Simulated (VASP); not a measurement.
# TaBrF4 (F-43m) in VASP: single point with PBE

Aim: the single point of TaBrF4 with PBE.

Program: VASP 6.6.1. These are calculated values, not measurements. Logs are shortened: lines on timing, memory, paths and dates and some standing lists are left out, and cuts for length are marked.

## Step 1: The cell of the first run

The structure is cubic, space group F-43m (No. 216). Conventional cell: a = 7.067 Å, b = 7.067 Å, c = 7.067 Å, α = 90.00°, β = 90.00°, γ = 90.00°. Within 3.9 Å of Ta (site symmetry -43m) lie 12 F at 2.93 Å and 4 Br at 3.06 Å. Br (site symmetry -43m) has 12 F at 2.93 Å and 4 Ta at 3.06 Å within 3.9 Å. Within 3.3 Å of F (site symmetry 3m) lie 6 F at 2.48 to 2.51 Å and 3 Br at 2.93 Å and 3 Ta at 2.93 Å.

## Step 2: Single point, PBE

File INCAR:

```
SYSTEM = TaBrF4
PREC = Accurate
ENCUT = 520
EDIFF = 1E-7
ISMEAR = 0
SIGMA = 0.1
LREAL = .FALSE.
LASPH = .TRUE.
NELM = 80
ALGO = Normal
ISIF = 2
LWAVE = .FALSE.
LCHARG = .FALSE.
GGA = PE
NBANDS = 32
```

File KPOINTS:

```
regular mesh
0
G
  4 4 4
  0 0 0
```

File POSCAR:

```
TaBrF4
1.0
    0.0000000000      3.5336997700      3.5336997700
    3.5336997700      0.0000000000      3.5336997700
    3.5336997700      3.5336997700      0.0000000000
Ta Br F
1 1 4
Direct
    0.2500000000      0.2500000000      0.2500000000
    0.0000000000      0.0000000000      0.0000000000
    0.1226459100      0.6257847000      0.6257847000
    0.6257847000      0.1226459100      0.6257847000
    0.6257847000      0.6257847000      0.1226459100
    0.6257847000      0.6257847000      0.6257847000
```

Potentials or basis: VASP PAW PBE potentials, release 64 (Ta_pv, Br, F).

Launch:

```console
$ cat potpaw_PBE.64/Ta_pv/POTCAR potpaw_PBE.64/Br/POTCAR potpaw_PBE.64/F/POTCAR > POTCAR
$ mpirun -np 1 vasp_std > vasp.out
```

OUTCAR:

```text
SYSTEM = TaBrF4
   PREC = Accurate
   ENCUT = 520
   EDIFF = 1E-7
   ISMEAR = 0
   LREAL = .FALSE.
   LASPH = .TRUE.
   NELM = 80
   ISIF = 2
   GGA = PE

 ion  position               nearest neighbor table
   1  0.250  0.250  0.250-   2 3.06   2 3.06   2 3.06   2 3.06
   2  0.000  0.000  0.000-   1 3.06   1 3.06   1 3.06   1 3.06
   3  0.123  0.626  0.626-
   4  0.626  0.123  0.626-
   5  0.626  0.626  0.123-
   6  0.626  0.626  0.626-

  LATTYP: Found a face centered cubic cell.
 ALAT       =     7.0673995400

  Lattice vectors:

 A1 = (   0.0000000000,   3.5336997700,   3.5336997700)
 A2 = (   3.5336997700,   0.0000000000,   3.5336997700)
 A3 = (   3.5336997700,   3.5336997700,   0.0000000000)

Analysis of symmetry for initial positions (statically):
=====================================================================
 Subroutine PRICEL returns:
 Original cell was already a primitive cell.

 Routine SETGRP: Setting up the symmetry group for a
 face centered cubic supercell.

 Subroutine GETGRP returns: Found 24 space group operations
 (whereof 24 operations were pure point group operations)
 out of a pool of 48 trial point group operations.

The static configuration has the point symmetry T_d .

Analysis of symmetry for dynamics (positions and initial velocities):
=====================================================================
 Subroutine PRICEL returns:
 Original cell was already a primitive cell.

 Routine SETGRP: Setting up the symmetry group for a
 face centered cubic supercell.

 Subroutine GETGRP returns: Found 24 space group operations
 (whereof 24 operations were pure point group operations)
 out of a pool of 48 trial point group operations.

The dynamic configuration has the point symmetry T_d .

 Subroutine INISYM returns: Found 24 space group operations
 (whereof 24 operations are pure point group operations),
 and found     1 'primitive' translations

----------------------------------------------------------------------------------------

                                     Primitive cell

  volume of cell :      88.2509

[... 75 lines left out ...]
   LSORBIT =      F    spin-orbit coupling
   LASPH  =      T    aspherical Exc in radial PAW
   ENCUT  =  520.0 eV  38.22 Ry    6.18 a.u.   9.29  9.29  9.29*2*pi/ulx,y,z
   NELM   =     80;   NELMIN=  2; NELMDL= -5     # of ELM steps
   EDIFF  = 0.1E-06   stopping-criterion for ELM
   LREAL  =      F    real-space projection
   EDIFFG = 0.1E-05   stopping-criterion for IOM
   NSW    =      0    number of steps for IOM
   IBRION =     -1    ionic relax: 0-MD 1-quasi-New 2-CG
   NFREE  =      0    steps in history (QN), initial steepest desc. (CG)
   ISIF   =      2    stress and relaxation
   ISYM   =      2    0-nonsym 1-usesym 2-fastsym
   POTIM  = 0.5000    time-step for ionic-motion
   TEBEG  =    0.0;   TEEND  =   0.0 temperature during run
   PSTRESS=    0.0 pullay stress
   NELECT =      46.0000    total number of electrons
   NUPDOWN=      -1.0000    fix difference up-down
   EMIN   =  10.00;   EMAX   =-10.00  energy-range for DOS
   EFERMI =   0.00;   METHOD = LEGACY
   ISMEAR =     0;   SIGMA  =   0.10  broadening in eV -4-tet -1-fermi 0-gaus
   EFERMI_NEDOS =   21; number of points for ismear=-14 and -15
   IALGO  =     38    algorithm
   IMIX   =      4    mixing-type and parameters
     AMIX     =   0.40;   BMIX     =  1.00
     AMIX_MAG =   1.60;   BMIX_MAG =  1.00
  volume/ion in A,a.u.               =      14.71        99.26
  Fermi-wavevector in a.u.,A,eV,Ry     =   1.317512  2.489736 23.617495  1.735837
  Thomas-Fermi vector in A             =   2.447547
   LORBIT       =      0    0 simple, 1 ext, 2 COOP (PROOUT), +10 PAW based schemes
   GGA     = PE    functional components
   LHFCALC =     F    Hartree Fock is set to
   AEXX    =    0.0000 exact exchange contribution
   IVDW    =     0    specifies the selected vdW correction
   LEPSILON=     F    determine dielectric tensor
   LRPA    =     F    only Hartree local field effects (RPA)
 non-spin polarized calculation
 Gauss-broadening in eV      SIGMA  =   0.10
  energy-cutoff  :      520.00
  volume of cell :       88.25
 maximum number of plane-waves:      2421
 NGX is ok and might be reduce to    40
   NGX = 19   NGY = 19   NGZ = 19

 number of electron      46.0000014 magnetization

 Free energy of the ion-electron system (eV)
  ---------------------------------------------------
  ext. energy  EPLUGINS =         0.00000000
  ---------------------------------------------------
  free energy    TOTEN  =       -23.50369358 eV

  energy without entropy =      -23.49218634  energy(sigma->0) =      -23.49793996

 E-fermi :   1.3027     XC(G=0): -10.3296

 val. band max:        1.2603601641   @ k =   0.0000   0.0000   0.0000
 cond. band min:       1.3348151105   @ k =   0.5000   0.0000   0.0000
 fundamental gap:      0.0744549464
 Fermi energy:         1.3026976150

 k-point     1 :       0.0000    0.0000    0.0000
  band No.  band energies     occupation
      1     -36.3663      2.00000
      2     -36.3663      2.00000
      3     -36.3663      2.00000
      4     -19.9464      2.00000
      5     -18.8772      2.00000
      6     -18.8772      2.00000
[... 269 lines left out ...]
     31       9.9357      0.00000
     32      11.0143      0.00000

------------------------ aborting loop because EDIFF is reached ----------------------------------------

  FORCE on cell =-STRESS in cart. coord.  units (eV):
  Direction    XX          YY          ZZ          XY          YZ          ZX
  --------------------------------------------------------------------------------------
  -------------------------------------------------------------------------------------
  Total      -11.8883960    -11.8883960    -11.8883960      0.0000000     -0.0000000      0.0000000
  in kB     -215.8315373   -215.8315373   -215.8315373      0.0000000     -0.0000000      0.0000000
  external PRESSURE =    -215.8315373 kB  Pullay stress =       0.0000000 kB

 VOLUME and BASIS-vectors are now :
 -----------------------------------------------------------------------------
  energy-cutoff  :      520.00
  volume of cell :       88.25
      direct lattice vectors                 reciprocal lattice vectors
     0.000000000  3.533699770  3.533699770    -0.141494760  0.141494760  0.141494760
     3.533699770  0.000000000  3.533699770     0.141494760 -0.141494760  0.141494760
     3.533699770  3.533699770  0.000000000     0.141494760  0.141494760 -0.141494760

 POSITION                                       TOTAL-FORCE (eV/Angst)
 -----------------------------------------------------------------------------------
      1.76685      1.76685      1.76685         0.000000      0.000000      0.000000
      0.00000      0.00000      0.00000         0.000000      0.000000      0.000000
      4.42267      2.64473      2.64473        -0.240346      0.240346      0.240346
      2.64473      4.42267      2.64473         0.240346     -0.240346      0.240346
      2.64473      2.64473      4.42267         0.240346      0.240346     -0.240346
      4.42267      4.42267      4.42267        -0.240346     -0.240346     -0.240346
 -----------------------------------------------------------------------------------
    total drift:                               -0.000130     -0.000130     -0.000130

  FREE ENERGIE OF THE ION-ELECTRON SYSTEM (eV)
  ---------------------------------------------------
  free  energy   TOTEN  =       -23.5036935807 eV

  energy  without entropy=      -23.4921863447  energy(sigma->0) =      -23.49793996
```

It took 56 s on 1 thread of Intel Xeon Platinum 8375C at 2.90GHz (Ice Lake), shared host; peak memory 0.25 GiB.

Results:

```yaml
Free_energy: -23.5037 eV
Pressure: -21.6 GPa
Largest_force: 0.416 eV/Å
Band_gap_on_the_k_mesh: 0.07 eV, indirect (least direct gap 0.25 eV)
```

Forces in eV/Å, atoms in the order of the input:
```
Ta   0.000  0.000  0.000
Br   0.000  0.000  0.000
F   -0.240  0.240  0.240
F    0.240 -0.240  0.240
F    0.240  0.240 -0.240
F   -0.240 -0.240 -0.240
```

Caveat: spin-orbit coupling is left out, which moves the levels of the heavy elements. A k mesh can miss the band edges.
